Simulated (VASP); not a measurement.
## TePb: single point with LDA

TePb:

```
CELL_PARAMETERS angstrom
0.00000 3.03938 3.03938
3.03938 0.00000 3.03938
3.03938 3.03938 0.00000
ATOMIC_POSITIONS crystal
Te 0.50000 0.50000 0.50000
Pb 0.00000 0.00000 0.00000
```

| Quantity | Value |
| --- | --- |
| Program | VASP 6.6.1 |
| Task | single point |
| Functional | LDA |
| Potentials or basis | VASP PAW LDA potentials, release 64 (Te, Pb_d) |
| Cutoff | 520 eV |
| k mesh | 6 × 6 × 6 |
| Occupations | gaussian, width 0.01 eV |
| Spin | no spin polarisation |
| Dipole correction | no |
| Further INCAR settings | ALGO = Normal; EDIFF = 1e-07; NBANDS = 17 |

```json
{
 "Pressure": "10.2 GPa",
 "Band gap on the k mesh": "0.15 eV, direct"
}
```

Levels at points of the mesh, in eV from the valence-band top:
```
           k point  band 7  band 8  band 9  band 10  band 11  band 12  band 13  band 14
(0.00, 0.00, 0.00)   -5.23   -2.20   -2.20    -2.20     4.05     4.05     4.05     5.23
(0.50, 0.00, 0.00)   -9.91   -1.56   -1.56     0.00     0.15     0.58     0.58     8.44
(0.50, 0.50, 0.00)   -7.80   -6.20   -4.07    -4.07     2.30     5.98     5.98     7.61
```

It took 8.3 s on 1 thread of Intel(R) Xeon(R) 6975P-C (Granite Rapids), with other jobs on the host, peak memory 0.15 GiB.

Caveat: spin-orbit coupling is left out, which moves the levels of the heavy elements. A k mesh can miss the band edges.
